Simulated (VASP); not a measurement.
# Pt (Fm-3m) in VASP: single point with LDA

Aim: the single point of Pt with LDA.

Everything below comes from runs of VASP 6.6.1. Logs are shortened: lines on timing, memory, paths and dates and some standing lists are left out, and cuts for length are marked.

### 1 The cell of the first run

It takes space group Fm-3m (No. 225, cubic). Conventional cell: a = 3.895 Å, b = 3.895 Å, c = 3.895 Å, α = 90.00°, β = 90.00°, γ = 90.00°. Within 3.6 Å of Pt (site symmetry m-3m) lie 12 Pt at 2.75 Å.

### 2 Single point, LDA

INCAR

```
SYSTEM = Pt
  ALGO = Normal
  EDIFF = 1E-6
  ENCUT = 520
  ISIF = 2
  ISMEAR = -1
  LASPH = .TRUE.
  LCHARG = .FALSE.
  LREAL = .FALSE.
  LWAVE = .FALSE.
  NBANDS = 17
  NELM = 60
  PREC = Accurate
  SIGMA = 0.08
```

KPOINTS

```
k-points
0
G
  12 9 12
  0 0 0
```

POSCAR

```
Pt
1.0
   -1.9472788897      1.9472788897      0.0000000000
    0.0000000000      0.0000000000      3.8945577794
    1.9472788897      1.9472788897      0.0000000000
Pt
2
Direct
    0.0000000000      0.0000000000      0.0000000000
    0.5000000000      0.5000000000      0.5000000000
```

Potentials or basis: VASP PAW LDA potentials, release 64 (Pt).

Started as:

```bash
cat potpaw_LDA.64/Pt/POTCAR > POTCAR
mpirun -np 1 vasp_std > vasp.out
```

OUTCAR:

```text
SYSTEM = Pt
   EDIFF = 1E-6
   ENCUT = 520
   ISIF = 2
   ISMEAR = -1
   LASPH = .TRUE.
   LREAL = .FALSE.
   NELM = 60
   PREC = Accurate

 ion  position               nearest neighbor table
   1  0.000  0.000  0.000-   2 2.75   2 2.75   2 2.75   2 2.75   2 2.75   2 2.75   2 2.75   2 2.75

   2  0.500  0.500  0.500-   1 2.75   1 2.75   1 2.75   1 2.75   1 2.75   1 2.75   1 2.75   1 2.75

  LATTYP: Found a simple tetragonal cell.
 ALAT       =     2.7538682155
 C/A-ratio  =     1.4142135624

  Lattice vectors:

 A1 = (   1.9472788897,  -1.9472788897,   0.0000000000)
 A2 = (   1.9472788897,   1.9472788897,   0.0000000000)
 A3 = (   0.0000000000,   0.0000000000,   3.8945577794)

Analysis of symmetry for initial positions (statically):
=====================================================================
 Subroutine PRICEL returns following result:

  LATTYP: Found a face centered cubic cell.
 ALAT       =     3.8945577794

  Lattice vectors:

 A1 = (   1.9472788897,   0.0000000000,   1.9472788897)
 A2 = (   1.9472788897,   1.9472788897,   0.0000000000)
 A3 = (   0.0000000000,   1.9472788897,   1.9472788897)

   2 primitive cells build up your supercell.

 Routine SETGRP: Setting up the symmetry group for a
 simple tetragonal supercell.

 Subroutine GETGRP returns: Found 16 space group operations
 (whereof 16 operations were pure point group operations)
 out of a pool of 16 trial point group operations.

The static configuration has the point symmetry D_4h.

Analysis of symmetry for dynamics (positions and initial velocities):
=====================================================================
 Subroutine PRICEL returns following result:

  LATTYP: Found a face centered cubic cell.
 ALAT       =     3.8945577794

  Lattice vectors:

 A1 = (   1.9472788897,   0.0000000000,   1.9472788897)
 A2 = (   1.9472788897,   1.9472788897,   0.0000000000)
 A3 = (   0.0000000000,   1.9472788897,   1.9472788897)

   2 primitive cells build up your supercell.

 Routine SETGRP: Setting up the symmetry group for a
 simple tetragonal supercell.

 Subroutine GETGRP returns: Found 16 space group operations
 (whereof 16 operations were pure point group operations)
 out of a pool of 16 trial point group operations.

The dynamic configuration has the point symmetry D_4h.

 Subroutine INISYM returns: Found 16 space group operations
 (whereof 16 operations are pure point group operations),
 and found     2 'primitive' translations

----------------------------------------------------------------------------------------

                                     Primitive cell

  volume of cell :      14.7678

  direct lattice vectors                    reciprocal lattice vectors
     1.947278890  0.000000000  1.947278890     0.256768562 -0.256768562  0.256768562
     1.947278890  1.947278890  0.000000000     0.256768562  0.256768562 -0.256768562
     0.000000000  1.947278890  1.947278890    -0.256768562  0.256768562  0.256768562

  length of vectors
     2.753868216  2.753868216  2.753868216     0.444736195  0.444736195  0.444736195

  position of ions in fractional coordinates (direct lattice)
     0.000000000  0.000000000  0.000000000

  ion indices of the primitive-cell ions
   primitive index   ion index
                 1           1

----------------------------------------------------------------------------------------

 KPOINTS: k-points

Automatic generation of k-mesh.
 Grid dimensions read from file:
 generate k-points for:   12    9   12

 Generating k-lattice:

  Cartesian coordinates                     Fractional coordinates (reciprocal lattice)
    -0.021397380  0.021397380  0.000000000     0.083333333  0.000000000  0.000000000
     0.000000000  0.000000000  0.028529840     0.000000000  0.111111111  0.000000000
     0.021397380  0.021397380  0.000000000     0.000000000  0.000000000  0.083333333

  Length of vectors
     0.030260465  0.028529840  0.030260465

  Shift w.r.t. Gamma in fractional coordinates (k-lattice)
     0.000000000  0.000000000  0.000000000

 Subroutine IBZKPT returns following result:
 ===========================================

 Found    140 irreducible k-points:

 Following reciprocal coordinates:
            Coordinates               Weight
  0.000000  0.000000  0.000000      1.000000
  0.083333  0.000000  0.000000      4.000000
  0.166667  0.000000  0.000000      4.000000
  0.250000  0.000000  0.000000      4.000000
  0.333333  0.000000  0.000000      4.000000
  0.416667  0.000000  0.000000      4.000000
[... 16 lines left out ...]
  0.083333  0.333333  0.000000      8.000000
  0.166667  0.333333  0.000000      8.000000
 [... further k-points ...]
   k-points           NKPTS =    140   k-points in BZ     NKDIM =    140   number of bands    NBANDS=     17
   number of dos      NEDOS =    301   number of ions     NIONS =      2
   total plane-waves  NPLWV =  12000
   dimension x,y,z NGX =    20 NGY =   30 NGZ =   20
   dimension x,y,z NGXF=    40 NGYF=   60 NGZF=   40
   ions per type =               2
   NGX,Y,Z   is equivalent  to a cutoff of  12.07, 12.81, 12.07 a.u.
   NGXF,Y,Z  is equivalent  to a cutoff of  24.15, 25.61, 24.15 a.u.
 SYSTEM =  Pt
   PREC   = accura    normal or accurate (medium, high low for compatibility)
   ISTART =      0    job   : 0-new  1-cont  2-samecut
   ICHARG =      2    charge: 1-file 2-atom 10-const
   ISPIN  =      1    spin polarized calculation?
   LNONCOLLINEAR =      F non collinear calculations
   LSORBIT =      F    spin-orbit coupling
   LASPH  =      T    aspherical Exc in radial PAW
   ENCUT  =  520.0 eV  38.22 Ry    6.18 a.u.   5.12  7.24  5.12*2*pi/ulx,y,z
   NELM   =     60;   NELMIN=  2; NELMDL= -5     # of ELM steps
   EDIFF  = 0.1E-05   stopping-criterion for ELM
   LREAL  =      F    real-space projection
   EDIFFG = 0.1E-04   stopping-criterion for IOM
   NSW    =      0    number of steps for IOM
   IBRION =     -1    ionic relax: 0-MD 1-quasi-New 2-CG
   NFREE  =      0    steps in history (QN), initial steepest desc. (CG)
   ISIF   =      2    stress and relaxation
   ISYM   =      2    0-nonsym 1-usesym 2-fastsym
   POTIM  = 0.5000    time-step for ionic-motion
   TEBEG  =    0.0;   TEEND  =   0.0 temperature during run
   PSTRESS=    0.0 pullay stress
   NELECT =      20.0000    total number of electrons
   NUPDOWN=      -1.0000    fix difference up-down
   EMIN   =  10.00;   EMAX   =-10.00  energy-range for DOS
   EFERMI =   0.00;   METHOD = LEGACY
   ISMEAR =    -1;   SIGMA  =   0.08  broadening in eV -4-tet -1-fermi 0-gaus
   EFERMI_NEDOS =   21; number of points for ismear=-14 and -15
   IALGO  =     38    algorithm
   IMIX   =      4    mixing-type and parameters
     AMIX     =   0.40;   BMIX     =  1.00
     AMIX_MAG =   1.60;   BMIX_MAG =  1.00
  volume/ion in A,a.u.               =      14.77        99.66
  Fermi-wavevector in a.u.,A,eV,Ry     =   1.437595  2.716661 28.118896  2.066681
  Thomas-Fermi vector in A             =   2.556656
   LORBIT       =      0    0 simple, 1 ext, 2 COOP (PROOUT), +10 PAW based schemes
   GGA     = CA    functional components
   LHFCALC =     F    Hartree Fock is set to
   AEXX    =    0.0000 exact exchange contribution
   IVDW    =     0    specifies the selected vdW correction
   LEPSILON=     F    determine dielectric tensor
   LRPA    =     F    only Hartree local field effects (RPA)
 non-spin polarized calculation
  energy-cutoff  :      520.00
  volume of cell :       29.54
 maximum number of plane-waves:       812
   NGX = 11   NGY = 15   NGZ = 11

 number of electron      19.9999997 magnetization

 Free energy of the ion-electron system (eV)
  ---------------------------------------------------
  ext. energy  EPLUGINS =         0.00000000
  ---------------------------------------------------
  free energy    TOTEN  =       -15.05114447 eV

  energy without entropy =      -14.98165317  energy(sigma->0) =      -15.01639882

 E-fermi :  11.5663     XC(G=0): -13.8089

 val. band max:       11.5658931637   @ k =   0.5000   0.3333   0.3333
 cond. band min:      11.5668257949   @ k =   0.4167   0.2222   0.2500
 fundamental gap:      0.0009326312
 Fermi energy:        11.5663266281

 k-point     1 :       0.0000    0.0000    0.0000
  band No.  band energies     occupation
      1       1.0693      2.00000
      2       4.2215      2.00000
      3       4.6750      2.00000
      4       7.6025      2.00000
      5       7.6078      2.00000
      6       7.6078      2.00000
[... 9 lines left out ...]
     16      26.1114      0.00000
     17      31.1541      0.00000

 k-point     2 :       0.0833    0.0000    0.0000
  band No.  band energies     occupation
      1       1.2598      2.00000
      2       4.3559      2.00000
      3       4.8022      2.00000
      4       7.5105      2.00000
      5       7.6770      2.00000
      6       7.6983      2.00000
[... 9 lines left out ...]
     16      26.4148      0.00000
     17      30.3223      0.00000

 k-point     3 :       0.1667    0.0000    0.0000
  band No.  band energies     occupation
      1       1.8090      2.00000
      2       4.6683      2.00000
      3       5.2229      2.00000
      4       7.2609      2.00000
      5       7.8812      2.00000
      6       7.9226      2.00000
[... 9 lines left out ...]
     16      27.2269      0.00000
     17      28.7952      0.00000

 k-point     4 :       0.2500    0.0000    0.0000
  band No.  band energies     occupation
      1       2.6504      2.00000
      2       5.0503      2.00000
      3       5.8763      2.00000
      4       6.9600      2.00000
      5       8.0640      2.00000
      6       8.2104      2.00000
[... 9 lines left out ...]
     16      27.2727      0.00000
     17      28.1915      0.00000
[... 343 lines left out ...]
      1       2.5086      2.00000
      2       4.5282      2.00000
      3       5.2824      2.00000
      4       6.7179      2.00000
      5       8.3945      2.00000
      6       8.3945      2.00000
[... 9 lines left out ...]
     16      28.3676      0.00000
     17      29.3915      0.00000

 k-point    23 :       0.0833    0.3333    0.0000
  band No.  band energies     occupation
      1       2.6607      2.00000
      2       4.6673      2.00000
      3       5.3912      2.00000
      4       6.7512      2.00000
      5       8.2494      2.00000
      6       8.3478      2.00000
[... 9 lines left out ...]
     16      28.0159      0.00000
     17      28.4571      0.00000

 k-point    24 :       0.1667    0.3333    0.0000
  band No.  band energies     occupation
      1       3.0521      2.00000
      2       4.8959      2.00000
      3       5.8325      2.00000
      4       6.9013      2.00000
      5       7.9567      2.00000
      6       8.0649      2.00000
[... 9 lines left out ...]
     16      27.2135      0.00000
     17      28.3872      0.00000

 [... further k-points ...]
[... 5 lines left out ...]
  --------------------------------------------------------------------------------------
  -------------------------------------------------------------------------------------
  Total        0.1269837      0.1269837      0.2112368      0.0000000     -0.0000000     -0.0000000
  in kB        6.8883298      6.8883298     11.4587082      0.0000000     -0.0000000     -0.0000000
  external PRESSURE =       8.4117893 kB  Pullay stress =       0.0000000 kB

 VOLUME and BASIS-vectors are now :
 -----------------------------------------------------------------------------
  energy-cutoff  :      520.00
  volume of cell :       29.54
      direct lattice vectors                 reciprocal lattice vectors
    -1.947278890  1.947278890  0.000000000    -0.256768562  0.256768562  0.000000000
     0.000000000  0.000000000  3.894557779     0.000000000  0.000000000  0.256768562
     1.947278890  1.947278890  0.000000000     0.256768562  0.256768562  0.000000000

 POSITION                                       TOTAL-FORCE (eV/Angst)
 -----------------------------------------------------------------------------------
      0.00000      0.00000      0.00000        -0.000000     -0.000000     -0.000000
      0.00000      1.94728      1.94728         0.000000      0.000000      0.000000
 -----------------------------------------------------------------------------------
    total drift:                               -0.000000     -0.000000      0.000000

  FREE ENERGIE OF THE ION-ELECTRON SYSTEM (eV)
  ---------------------------------------------------
  free  energy   TOTEN  =       -15.0511444655 eV

  energy  without entropy=      -14.9816531650  energy(sigma->0) =      -15.01639882
```

Wall time 28 s (1 thread of Intel Xeon Platinum 8488C (Sapphire Rapids), shared host); peak memory 0.17 GiB.

Results:

| Quantity | Value |
| --- | --- |
| Free energy | -15.0511 eV |
| Pressure | 0.8 GPa |
| Band gap on the k mesh | zero (band 10 reaches 12.07 eV, above the bottom of band 11 at 10.48 eV) |

Caveat: spin-orbit coupling is left out, which moves the levels of the heavy elements.
